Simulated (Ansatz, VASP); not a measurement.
This is a calculation of SiC for VASP 6.6.1.

Contents of INCAR:

```
AGGAC = 1.0 ; AGGAX = 1.0
ALDAC = 0.0 ; ALDAX = 1.0
ALGO = Normal ; EDIFF = 1E-6
ENCUT = 520 ; GGA = B5
ISIF = 2 ; ISMEAR = -1
IVDW = 13 ; LASPH = T
LCHARG = F ; LREAL = F
LWAVE = F ; NBANDS = 26
NELM = 60 ; PREC = Accurate
SIGMA = 0.05 ; VDW_A1 = 0.44488865
VDW_A2 = 4.0933009 ; VDW_S6 = 1.0
VDW_S8 = 2.34076671
```

The input KPOINTS:

```
k-points
0
Gamma
  10 10 3
```

The input POSCAR:

```
SiC
1.0
    3.0960635787      0.0000000000      0.0000000000
   -1.5480317893      2.6812697109      0.0000000000
    0.0000000000      0.0000000000     10.1373414467
Si C
4 4
Direct
    0.0000000000      0.0000000000      0.1878943800
    0.0000000000      0.0000000000      0.6878943800
    0.3333333333      0.6666666667      0.4378419800
    0.6666666667      0.3333333333      0.9378419800
    0.0000000000      0.0000000000      0.0004600500
    0.0000000000      0.0000000000      0.5004600500
    0.3333333333      0.6666666667      0.2498025900
    0.6666666667      0.3333333333      0.7498025900
```

Potentials or basis: VASP PAW PBE potentials, release 64 (Si, C).

The run is started by

```sh
$ cat potpaw_PBE.64/Si/POTCAR potpaw_PBE.64/C/POTCAR > POTCAR
$ mpirun -np 1 vasp_std > vasp.out
```

Set up the same calculation for Ansatz 0.2.0. Potentials there: Ansatz PAW.

As run (the cutoff follows the program's own potentials):

Contents of input.yaml:

```yaml
crystal:
  lattice:
    - [3.0960635787, 0.0, 0.0]
    - [-1.5480317893, 2.6812697109, 0.0]
    - [0.0, 0.0, 10.1373414467]
  atoms:
    - { symbol: Si, position: [0.0, 0.0, 0.18789438] }
    - { symbol: Si, position: [0.0, 0.0, 0.68789438] }
    - { symbol: Si, position: [0.3333333333, 0.6666666667, 0.43784198] }
    - { symbol: Si, position: [0.6666666667, 0.3333333333, 0.93784198] }
    - { symbol: C, position: [0.0, 0.0, 0.00046005] }
    - { symbol: C, position: [0.0, 0.0, 0.50046005] }
    - { symbol: C, position: [0.3333333333, 0.6666666667, 0.24980259] }
    - { symbol: C, position: [0.6666666667, 0.3333333333, 0.74980259] }
hamiltonian:
  xc: blyp
  pseudopotentials: { kind: paw }
  dispersion: d4
kpoints:
  mp_grid: { grid: [10, 10, 3] }
scf:
  occupations: { method: fermi_dirac, width: 0.05 }
output:
  forces: true
  stress: true
  eigenvalues: true
```

Potentials or basis: Ansatz PAW.

Run with:

```bash
$ ansatz run input.yaml --threads 2 --pin off --max-ram 5120MiB --backend cpu --events-out ev --progress --plain --runs-dir out
```

Both were run:

|  | VASP | Ansatz | Ansatz less VASP |
| --- | --- | --- | --- |
| gap on the k mesh at the Fermi level (eV) | 2.53 | 2.52 | -0.005 |
| least direct gap on the mesh (eV) | 3.64 | 3.63 | -0.012 |
| pressure (GPa) | -3.7 | -4.3 | -0.58 |
| traceless stress, the component that is largest in VASP (GPa) | 0.15 | 0.14 | -0.012 |
| rms of the force components (eV/Å) | 0.008 | 0.007 | -0.0005 |

VASP's potentials were made for PBE, not for BLYP. Atom by atom the forces differ by 0.001 eV/Å (rms over components).

Noted on Ansatz's run: odd divisions of the mesh miss points on the zone boundary, where band edges often lie, so the gap on the mesh can be too wide.
